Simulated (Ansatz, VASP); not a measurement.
# ZnS in VASP and in Ansatz

```xyz
2
Lattice="0.0000 2.5665 2.5665 2.5665 0.0000 2.5665 2.5665 2.5665 0.0000" Properties=species:S:1:pos:R:3 pbc="T T T"
Zn    1.2833    1.2833    1.2833
S     0.0000    0.0000    0.0000
```

Alike in both runs: task single point; functional LDA; k mesh 10 × 10 × 10; occupations gaussian, width 0.02 eV; no spin polarisation.

|  | VASP | Ansatz |
| --- | --- | --- |
| version | VASP 6.6.1 | Ansatz 0.2.0 |
| potentials or method | VASP PAW LDA potentials, release 64 (Zn, S), cutoff 500 eV | scalar-relativistic, plane waves, PAW |
| valence electrons in the cell | 18 | 18 |

|  | VASP | Ansatz | Ansatz less VASP |
| --- | --- | --- | --- |
| gap on the k mesh at the Fermi level (eV) | 2.60 | 2.56 | -0.043 |
| least direct gap on the mesh (eV) | 2.60 | 2.56 | -0.043 |
| pressure (GPa) | 10.4 | 10.0 | -0.33 |

LDA's correlation is that of Perdew and Zunger in VASP and of Perdew and Wang (1992) in Ansatz.
